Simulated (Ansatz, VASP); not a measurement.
One calculation of Si2W, two programs

Contents of INCAR:

```
SYSTEM = Si2W
  PREC = Accurate
  ENCUT = 520
  EDIFF = 1E-6
  ISMEAR = 0
  SIGMA = 0.1
  LREAL = .False.
  LASPH = .True.
  NELM = 100
  ALGO = Normal
  ISIF = 2
  LWAVE = .False.
  LCHARG = .False.
  GGA = PE
  NBANDS = 18
```

The input KPOINTS:

```
regular mesh
0
Gamma
  18 18 18
  0 0 0
```

POSCAR

```
Si2W
1.0
   -1.6547421000      1.6547421000      4.0004790000
    1.6547421000     -1.6547421000      4.0004790000
    1.6547421000      1.6547421000     -4.0004790000
Si W
2 1
Direct
    0.2941438810      0.2941438810      0.0000000000
    0.7058561190      0.7058561190      0.0000000000
    0.0000000000      0.0000000000      0.0000000000
```

Input for Ansatz:

```yaml
crystal:
  lattice:
    - [-1.6547421, 1.6547421, 4.000479]
    - [1.6547421, -1.6547421, 4.000479]
    - [1.6547421, 1.6547421, -4.000479]
  atoms:
    - { symbol: Si, position: [0.294143881, 0.294143881, 0.0] }
    - { symbol: Si, position: [0.705856119, 0.705856119, 0.0] }
    - { symbol: W, position: [0.0, 0.0, 0.0] }
basis:
  ecutwfc: 420
kpoints:
  mp_grid: { grid: [18, 18, 18] }
hamiltonian:
  xc: pbe
scf:
  occupations: { method: gaussian, width: 0.1 }
output:
  forces: true
  stress: true
  eigenvalues: true
  populations: true
```

Alike in both runs: task single point; functional PBE; k mesh 18 × 18 × 18; occupations gaussian, width 0.1 eV; no spin polarisation.

|  | VASP | Ansatz |
| --- | --- | --- |
| version | VASP 6.6.1 | Ansatz 0.2.0 |
| potentials or method | VASP PAW PBE potentials, release 64 (Si, W_sv), cutoff 520 eV | scalar-relativistic, plane waves, PAW |
| valence electrons in the cell | 22 | 22 |

```tsv
	VASP	Ansatz	Ansatz less VASP
gap on the k mesh at the Fermi level (eV)	none	none	-
pressure (GPa)	-1.5	-1.5	+0.01
traceless stress, the component that is largest in VASP (GPa)	14.42	14.35	-0.071
rms of the force components (eV/Å)	2.225	2.225	0.0000
```

Atom by atom the forces differ by 0.000 eV/Å (rms over components). A gap of «none» marks a metal or a gap that the smearing closes. With one functional, cell and mesh, what is left measures potentials, basis and numerics.

Neither program's run includes spin-orbit coupling.
